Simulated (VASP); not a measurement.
# TiO2 (P-4m2) in VASP: further runs

The runs below take TiO2 through single point, relaxation of cell and atoms, with PBE.

All numbers are computed with VASP 6.6.1; they aren't measurements. Logs are shortened: lines on timing, memory, paths and dates and some standing lists are left out, and cuts for length are marked.

### Step 1. The cell of the first run

Symmetry: P-4m2, No. 115, tetragonal system. Conventional cell: a = 3.971 Å, b = 3.971 Å, c = 3.922 Å, α = 90.00°, β = 90.00°, γ = 90.00°. Within 2.6 Å of Ti (site symmetry 2mm) lie 8 O at 1.96 to 2.41 Å. Within 2.5 Å of O (site symmetry m) lie 6 O at 1.91 to 2.45 Å and 4 Ti at 1.96 to 2.41 Å.

The cell was built from a structure type or drawn by symmetry, and may not be a known phase.

### Step 2. Single point, PBE, collinear spin

INCAR reads:

```
  ALGO = Normal
  EDIFF = 1E-7
  ENCUT = 520
  GGA = PE
  ISIF = 2
  ISMEAR = 0
  ISPIN = 2
  LASPH = True
  LCHARG = False
  LMAXMIX = 4
  LORBIT = 11
  LREAL = False
  LWAVE = False
  MAGMOM = 1 1 0 0 0 0
  NBANDS = 37
  NELM = 150
  PREC = Accurate
  SIGMA = 0.1
```

KPOINTS reads:

```
k-points
0
Gamma
  4 4 4
```

POSCAR reads:

```
TiO2
1.0
    3.9709869257      0.0000000000      0.0000000000
    0.0000000000      3.9709869257      0.0000000000
    0.0000000000      0.0000000000      3.9221117967
Ti O
2 4
Direct
    0.0000000000      0.5000000000      0.3116633653
    0.5000000000      0.0000000000      0.6883366347
    0.5000000000      0.2408018387      0.2512794655
    0.5000000000      0.7591981613      0.2512794655
    0.2408018387      0.5000000000      0.7487205345
    0.7591981613      0.5000000000      0.7487205345
```

Potentials or basis: VASP PAW PBE potentials, release 64 (Ti_sv, O).

Run with:

```console
$ cat potpaw_PBE.64/Ti_sv/POTCAR potpaw_PBE.64/O/POTCAR > POTCAR
$ mpirun -np 1 vasp_std > vasp.out
```

OUTCAR:

```text
EDIFF = 1E-7
   ENCUT = 520
   GGA = PE
   ISIF = 2
   ISMEAR = 0
   ISPIN = 2
   LASPH = True
   LORBIT = 11
   LREAL = False
   NELM = 150
   PREC = Accurate

 ion  position               nearest neighbor table
   1  0.000  0.500  0.312-   5 1.96   6 1.96   3 2.25   4 2.25   3 2.25   4 2.25   5 2.41   6 2.41

   2  0.500  0.000  0.688-   3 1.96   4 1.96   5 2.25   6 2.25   5 2.25   6 2.25   3 2.41   4 2.41

   3  0.500  0.241  0.251-   4 1.91   2 1.96   1 2.25   1 2.25   2 2.41
   4  0.500  0.759  0.251-   3 1.91   2 1.96   1 2.25   1 2.25   2 2.41
   5  0.241  0.500  0.749-   6 1.91   1 1.96   2 2.25   2 2.25   1 2.41
   6  0.759  0.500  0.749-   5 1.91   1 1.96   2 2.25   2 2.25   1 2.41

  LATTYP: Found a simple tetragonal cell.
 ALAT       =     3.9709869257
 C/A-ratio  =     0.9876919441

  Lattice vectors:

 A1 = (   3.9709869257,   0.0000000000,   0.0000000000)
 A2 = (   0.0000000000,   3.9709869257,   0.0000000000)
 A3 = (   0.0000000000,   0.0000000000,   3.9221117967)

Analysis of symmetry for initial positions (statically):
=====================================================================
 Subroutine PRICEL returns:
 Original cell was already a primitive cell.

 Routine SETGRP: Setting up the symmetry group for a
 simple tetragonal supercell.

 Subroutine GETGRP returns: Found  8 space group operations
 (whereof  8 operations were pure point group operations)
 out of a pool of 16 trial point group operations.

The static configuration has the point symmetry D_2d.

Analysis of symmetry for dynamics (positions and initial velocities):
=====================================================================
 Subroutine PRICEL returns:
 Original cell was already a primitive cell.

 Routine SETGRP: Setting up the symmetry group for a
 simple tetragonal supercell.

 Subroutine GETGRP returns: Found  8 space group operations
 (whereof  8 operations were pure point group operations)
 out of a pool of 16 trial point group operations.

The dynamic configuration has the point symmetry D_2d.

Analysis of structural, dynamic, and magnetic symmetry:
=====================================================================
 Subroutine PRICEL returns:
 Original cell was already a primitive cell.

 Routine SETGRP: Setting up the symmetry group for a
 simple tetragonal supercell.

 Subroutine GETGRP returns: Found  8 space group operations
 (whereof  8 operations were pure point group operations)
 out of a pool of 16 trial point group operations.

The overall configuration has the point symmetry D_2d.

 Subroutine INISYM returns: Found  8 space group operations
 (whereof  8 operations are pure point group operations),
 and found     1 'primitive' translations

----------------------------------------------------------------------------------------

                                     Primitive cell

  volume of cell :      61.8468

  direct lattice vectors                    reciprocal lattice vectors
     3.970986926  0.000000000  0.000000000     0.251826566  0.000000000  0.000000000
     0.000000000  3.970986926  0.000000000     0.000000000  0.251826566  0.000000000
     0.000000000  0.000000000  3.922111797     0.000000000  0.000000000  0.254964685

  length of vectors
     3.970986926  3.970986926  3.922111797     0.251826566  0.251826566  0.254964685

  position of ions in fractional coordinates (direct lattice)
     0.000000000  0.500000000  0.311663365
     0.500000000  0.000000000  0.688336635
     0.500000000  0.240801839  0.251279465
     0.500000000  0.759198161  0.251279465
     0.240801839  0.500000000  0.748720535
     0.759198161  0.500000000  0.748720535

  ion indices of the primitive-cell ions
   primitive index   ion index
                 1           1
                 2           2
                 3           3
                 4           4
                 5           5
                 6           6

----------------------------------------------------------------------------------------
[... 31 lines left out ...]
  0.500000  0.250000  0.000000      4.000000
  0.500000  0.500000  0.000000      1.000000
[... 10 lines left out ...]
  0.500000  0.250000  0.500000      4.000000
  0.500000  0.500000  0.500000      1.000000
   k-points           NKPTS =     18   k-points in BZ     NKDIM =     18   number of bands    NBANDS=     37
   number of dos      NEDOS =    301   number of ions     NIONS =      6
   total plane-waves  NPLWV =  27000
   dimension x,y,z NGX =    30 NGY =   30 NGZ =   30
   dimension x,y,z NGXF=    60 NGYF=   60 NGZF=   60
   ions per type =               2   4
   NGX,Y,Z   is equivalent  to a cutoff of  12.56, 12.56, 12.72 a.u.
   NGXF,Y,Z  is equivalent  to a cutoff of  25.12, 25.12, 25.43 a.u.
 SYSTEM =  unknown system
   PREC   = accura    normal or accurate (medium, high low for compatibility)
   ISTART =      0    job   : 0-new  1-cont  2-samecut
   ICHARG =      2    charge: 1-file 2-atom 10-const
[... 19 lines left out ...]
   EMIN   =  10.00;   EMAX   =-10.00  energy-range for DOS
   EFERMI =   0.00;   METHOD = LEGACY
   ISMEAR =     0;   SIGMA  =   0.10  broadening in eV -4-tet -1-fermi 0-gaus
   EFERMI_NEDOS =   21; number of points for ismear=-14 and -15
   IALGO  =     38    algorithm
   IMIX   =      4    mixing-type and parameters
     AMIX     =   0.40;   BMIX     =  1.00
     AMIX_MAG =   1.60;   BMIX_MAG =  1.00
  volume/ion in A,a.u.               =      10.31        69.56
  Fermi-wavevector in a.u.,A,eV,Ry     =   1.504468  2.843032 30.795752  2.263424
  Thomas-Fermi vector in A             =   2.615444
   LORBIT       =     11    0 simple, 1 ext, 2 COOP (PROOUT), +10 PAW based schemes
   GGA     = PE    functional components
   LHFCALC =     F    Hartree Fock is set to
   AEXX    =    0.0000 exact exchange contribution
   IVDW    =     0    specifies the selected vdW correction
   LEPSILON=     F    determine dielectric tensor
   LRPA    =     F    only Hartree local field effects (RPA)
 spin polarized calculation
 Gauss-broadening in eV      SIGMA  =   0.10
  energy-cutoff  :      520.00
  volume of cell :       61.85
 maximum number of plane-waves:      1703
 NGX is ok and might be reduce to    30
   NGX = 15   NGY = 15   NGZ = 15

 number of electron      47.9999986 magnetization      -0.0119837

 number of electron      47.9999988 magnetization       0.0008837

 Free energy of the ion-electron system (eV)
  ---------------------------------------------------
  ext. energy  EPLUGINS =         0.00000000
  ---------------------------------------------------
  free energy    TOTEN  =       -44.88356151 eV

  energy without entropy =      -44.85413225  energy(sigma->0) =      -44.86884688

 E-fermi :   7.2036     XC(G=0): -11.6791

 val. band max:        7.2005340270   @ k =   0.5000   0.2500   0.2500
 cond. band min:       7.2179550003   @ k =   0.5000   0.2500   0.2500
 fundamental gap:      0.0174209734
 Fermi energy:         7.2035824690

 spin component 1

 k-point     1 :       0.0000    0.0000    0.0000
  band No.  band energies     occupation
      1     -50.7894      1.00000
      2     -50.7535      1.00000
      3     -27.1576      1.00000
      4     -27.0957      1.00000
      5     -27.0595      1.00000
      6     -27.0595      1.00000
[... 691 lines left out ...]
     35      12.8063      0.00000
     36      13.9963      0.00000
 Fermi energy:         7.2035824690

 spin component 2

 k-point     1 :       0.0000    0.0000    0.0000
  band No.  band energies     occupation
      1     -50.7891      1.00000
      2     -50.7532      1.00000
      3     -27.1575      1.00000
      4     -27.0955      1.00000
      5     -27.0591      1.00000
      6     -27.0591      1.00000
[... 691 lines left out ...]
     35      12.8069      0.00000
     36      13.9966      0.00000
 [bands above 36 left out]

------------------------ aborting loop because EDIFF is reached ----------------------------------------

  FORCE on cell =-STRESS in cart. coord.  units (eV):
  Direction    XX          YY          ZZ          XY          YZ          ZX
  --------------------------------------------------------------------------------------
  -------------------------------------------------------------------------------------
  Total        0.1538149      0.1538149      0.0999040      0.0000000     -0.0000000      0.0000000
  in kB        3.9846687      3.9846687      2.5880732      0.0000000     -0.0000000      0.0000000
  external PRESSURE =       3.5191369 kB  Pullay stress =       0.0000000 kB

 VOLUME and BASIS-vectors are now :
 -----------------------------------------------------------------------------
  energy-cutoff  :      520.00
  volume of cell :       61.85
      direct lattice vectors                 reciprocal lattice vectors
     3.970986926  0.000000000  0.000000000     0.251826566  0.000000000  0.000000000
     0.000000000  3.970986926  0.000000000     0.000000000  0.251826566  0.000000000
     0.000000000  0.000000000  3.922111797     0.000000000  0.000000000  0.254964685

 POSITION                                       TOTAL-FORCE (eV/Angst)
 -----------------------------------------------------------------------------------
      0.00000      1.98549      1.22238         0.000000      0.000000     -0.203838
      1.98549      0.00000      2.69973         0.000000      0.000000      0.203838
      1.98549      0.95622      0.98555         0.000000     -0.054835     -0.083762
      1.98549      3.01477      0.98555         0.000000      0.054835     -0.083762
      0.95622      1.98549      2.93657        -0.054835      0.000000      0.083762
      3.01477      1.98549      2.93657         0.054835     -0.000000      0.083762
 -----------------------------------------------------------------------------------
    total drift:                                0.000000     -0.000000     -0.000000

  FREE ENERGIE OF THE ION-ELECTRON SYSTEM (eV)
  ---------------------------------------------------
  free  energy   TOTEN  =       -44.8835615071 eV

  energy  without entropy=      -44.8541322480  energy(sigma->0) =      -44.86884688

 total charge

# of ion       s       p       d       tot
------------------------------------------
    1        2.156   6.145   1.792  10.093
    2        2.156   6.145   1.792  10.093
    3        1.604   3.343   0.000   4.947
    4        1.604   3.343   0.000   4.947
    5        1.604   3.343   0.000   4.947
    6        1.604   3.343   0.000   4.947
--------------------------------------------------
tot         10.730  25.661   3.583  39.975

 magnetization (x)

# of ion       s       p       d       tot
------------------------------------------
    1        0.000   0.000   0.000   0.000
    2        0.000   0.000   0.000   0.000
    3        0.000   0.000   0.000   0.000
    4        0.000   0.000   0.000   0.000
    5        0.000   0.000   0.000   0.000
    6        0.000   0.000   0.000   0.000
--------------------------------------------------
tot          0.000   0.000   0.001   0.001
```

It took 4.9 min on 1 thread of Intel Xeon 8259CL, shared host; peak memory 0.22 GiB.

Results:

```
Free energy                                           : -44.8836 eV
Pressure                                              : 0.4 GPa
Largest force                                         : 0.204 eV/Å
Band gap on the k mesh                                : zero (filled and empty bands overlap)
Net moment                                            : 0.00 μB per cell
Valence electrons inside the program's atomic spheres : Ti 10.09; O 4.95
```

Forces in eV/Å, atoms in the order of the input:
```
Ti   0.000  0.000 -0.204
Ti   0.000  0.000  0.204
O    0.000 -0.055 -0.084
O    0.000  0.055 -0.084
O   -0.055  0.000  0.084
O    0.055  0.000  0.084
```

Levels at points of the mesh, in eV from the Fermi level:
Spin up:
```
           k point  band 22  band 23  band 24  band 25  band 26  band 27
(0.00, 0.00, 0.00)    -2.39    -1.79     0.98     0.98     1.52     1.67
(0.50, 0.00, 0.00)    -2.40    -2.07    -0.47     0.73     0.85     0.99
(0.50, 0.50, 0.00)    -2.73    -2.40    -1.59    -0.54     0.60     0.60
(0.00, 0.00, 0.50)    -2.31    -1.09     0.75     0.97     0.97     1.61
(0.50, 0.00, 0.50)    -2.62    -1.98    -0.40     0.76     1.42     1.44
(0.50, 0.50, 0.50)    -3.08    -2.88    -1.39     0.82     0.82     0.98
```
Spin down:
| k point | band 22 | band 23 | band 24 | band 25 | band 26 | band 27 |
| --- | --- | --- | --- | --- | --- | --- |
| (0.00, 0.00, 0.00) | -2.39 | -1.79 | 0.98 | 0.98 | 1.52 | 1.67 |
| (0.50, 0.00, 0.00) | -2.40 | -2.07 | -0.47 | 0.73 | 0.85 | 0.99 |
| (0.50, 0.50, 0.00) | -2.73 | -2.40 | -1.59 | -0.54 | 0.60 | 0.60 |
| (0.00, 0.00, 0.50) | -2.31 | -1.09 | 0.75 | 0.97 | 0.97 | 1.61 |
| (0.50, 0.00, 0.50) | -2.62 | -1.98 | -0.40 | 0.76 | 1.42 | 1.44 |
| (0.50, 0.50, 0.50) | -3.08 | -2.88 | -1.39 | 0.82 | 0.82 | 0.98 |

Caveat: the k points lie up to 0.40 Å⁻¹ apart, too coarse for converged energies and pressures of a metal; semilocal functionals often make such compounds metallic where correlation or magnetic order opens a gap, which also shifts bond lengths.

### Step 3. Relaxation of cell and atoms, PBE, collinear spin

This run uses another cell than the first one, of 14.34 Å³/atom.

INCAR reads:

```
SYSTEM = TiO2
PREC     = Accurate       ! precision mode
ENCUT    = 600            ! plane-wave cutoff, eV
EDIFF    = 1E-6           ! SCF threshold, eV
ISMEAR   = 0              ! smearing method
SIGMA    = 0.1            ! smearing width, eV
LREAL    = .False.        ! projectors in reciprocal space
LASPH    = .True.         ! aspherical terms in the spheres
NELM     = 150            ! most SCF steps
ALGO     = Normal         ! electronic algorithm
ISIF     = 3              ! what is computed and relaxed
LWAVE    = .False.        ! write WAVECAR
LCHARG   = .False.        ! write CHGCAR
ISPIN    = 2              ! spin polarisation
MAGMOM   = 1 1 0 0 0 0    ! initial moments
LORBIT   = 11             ! projections on sites
LMAXMIX  = 4              ! l up to which the mixer works
GGA      = PE             ! functional
IBRION   = 2              ! ionic algorithm
NSW      = 90             ! ionic steps
EDIFFG   = -0.04          ! ionic threshold
```

KPOINTS reads:

```
regular mesh
0
Gamma
  4 4 4
  0 0 0
```

POSCAR reads:

```
TiO2
1.0
    4.1298114012      0.0000000000      0.0000000000
    0.0000000000      4.1298114012      0.0000000000
    0.0000000000      0.0000000000      5.0452170370
Ti O
2 4
Direct
    0.0000000000      0.5000000000      0.2500000000
    0.5000000000      0.0000000000      0.7500000000
    0.5000000000      0.2500000000      0.3333333333
    0.5000000000      0.7500000000      0.3333333333
    0.2500000000      0.5000000000      0.6666666667
    0.7500000000      0.5000000000      0.6666666667
```

Potentials or basis: VASP PAW PBE potentials, release 64 (Ti_sv, O).

Run with:

```console
$ cat potpaw_PBE.64/Ti_sv/POTCAR potpaw_PBE.64/O/POTCAR > POTCAR
$ mpirun -np 1 vasp_std > vasp.out
```

It took 63 min on 1 thread of Intel Xeon 8259CL, shared host; peak memory 0.32 GiB.

Results (log left out):

| Quantity | Value |
| --- | --- |
| Free energy | -44.9741 eV |
| Relaxed volume | 10.12 Å³/atom |
| Relaxed cell | a = 4.007 Å, b = 4.007 Å, c = 3.781 Å, α = 90.00°, β = 90.00°, γ = 90.00° |
| Space group after relaxing (to 0.1 Å) | P-4m2 (No. 115) |
| Energy gained by relaxing | 1039.6 meV/atom |
| Ionic steps | 28 |
| Pressure after relaxing | -0.1 GPa |
| Largest force after relaxing | 0.008 eV/Å |
| Band gap on the k mesh | zero (filled and empty bands overlap) |
| Net moment | 0.00 μB per cell |
| Valence electrons inside the program's atomic spheres | Ti 10.04; O 4.95 |

Forces on the atoms (eV/Å):
```
Ti   0.000  0.000  0.003
Ti   0.000  0.000 -0.003
O    0.000 -0.008  0.000
O    0.000  0.008  0.000
O   -0.008  0.000  0.000
O    0.008  0.000  0.000
```

Stress tensor (GPa, compression positive):
```
-0.18  0.00  0.00
 0.00 -0.18  0.00
 0.00  0.00 -0.02
```

The path:
```
step  energy change (eV)  largest force (eV/Å)  pressure (GPa)  volume (Å³)
   1              0.0000                3.1678          -21.64        86.05
   2             -3.9412                2.6972            4.36        64.11
   3             -4.0454                2.9292           17.97        59.90
   4             -5.7049                2.1390            7.89        59.59
   5             -5.7050                2.1457            7.84        59.59
   6             -5.8772                1.6788           -6.76        64.01
   7             -6.0572                0.5529           -1.78        62.10
   8             -6.1412                0.3725            2.64        61.72
   9             -6.1414                0.3557            2.35        61.74
  10             -6.1629                0.1271           -0.23        62.94
  11             -6.1630                0.1061           -0.14        62.87
  12             -6.1673                0.0720           -0.70        63.00
  13             -6.1706                0.1694           -1.69        63.21
  14             -6.1723                0.1704           -1.58        63.15
  15             -6.1771                0.1758           -1.13        62.96
  16             -6.1834                0.2531           -0.10        62.58
  17             -6.1740                0.5672            2.64        61.78
  18             -6.1839                0.3235            0.47        62.41
  19             -6.1887                0.3287            0.38        62.33
  20             -6.1972                0.3700            0.43        62.06
  21             -6.1976                0.3906            0.54        61.95
  22             -6.2058                0.2766           -0.44        61.99
  23             -6.2120                0.2350           -1.87        62.05
  24             -6.2232                0.1532           -1.00        61.59
  25             -6.2332                0.1289            1.34        60.56
  26             -6.2369                0.0505            0.57        60.56
  27             -6.2371                0.0566            0.38        60.56
  28             -6.2376                0.0081           -0.13        60.71
```

Final structure:
```
CELL_PARAMETERS angstrom
4.00716 0.00000 0.00000
0.00000 4.00716 0.00000
0.00000 0.00000 3.78102
ATOMIC_POSITIONS crystal
Ti 0.00000 0.50000 0.27557
Ti 0.50000 0.00000 0.72443
O 0.50000 0.23715 0.24965
O 0.50000 0.76285 0.24965
O 0.23715 0.50000 0.75035
O 0.76285 0.50000 0.75035
```

Levels at points of the mesh, in eV from the Fermi level:
Spin up:
```tsv
k point	band 20	band 21	band 22	band 23	band 24	band 25	band 26	band 27	band 28	band 29
(0.00, 0.00, 0.00)	-4.59	-2.32	-2.28	-1.83	0.79	0.79	1.35	1.64	1.64	2.20
(0.50, 0.00, 0.00)	-3.50	-2.59	-2.24	-2.15	-0.47	0.55	0.59	0.96	1.24	2.24
(0.50, 0.50, 0.00)	-3.28	-3.28	-2.56	-2.47	-1.44	-0.68	0.55	0.55	1.44	1.70
(0.00, 0.00, 0.50)	-3.77	-1.88	-1.88	-0.63	0.15	0.81	0.81	1.53	1.53	2.41
(0.50, 0.00, 0.50)	-2.97	-2.89	-2.60	-1.36	-0.41	0.49	1.29	1.37	1.49	1.67
(0.50, 0.50, 0.50)	-3.74	-3.37	-3.37	-2.25	-1.50	0.93	0.93	1.32	1.35	1.35
```
Spin down:
```csv
k point,band 20,band 21,band 22,band 23,band 24,band 25,band 26,band 27,band 28,band 29
"(0.00, 0.00, 0.00)",-4.59,-2.32,-2.28,-1.83,0.79,0.79,1.35,1.64,1.64,2.20
"(0.50, 0.00, 0.00)",-3.50,-2.59,-2.24,-2.15,-0.47,0.55,0.59,0.96,1.24,2.24
"(0.50, 0.50, 0.00)",-3.28,-3.28,-2.56,-2.47,-1.44,-0.68,0.55,0.55,1.44,1.70
"(0.00, 0.00, 0.50)",-3.77,-1.88,-1.88,-0.63,0.15,0.81,0.81,1.53,1.53,2.41
"(0.50, 0.00, 0.50)",-2.97,-2.89,-2.60,-1.36,-0.41,0.49,1.29,1.37,1.49,1.67
"(0.50, 0.50, 0.50)",-3.74,-3.37,-3.37,-2.25,-1.50,0.93,0.93,1.32,1.35,1.35
```

Caveat: the k points lie up to 0.42 Å⁻¹ apart in the final cell, too coarse for converged energies and pressures of a metal; the volume moved by over 15 % at a fixed basis, so the end points are rough; semilocal functionals often make such compounds metallic where correlation or magnetic order opens a gap, which also shifts bond lengths.
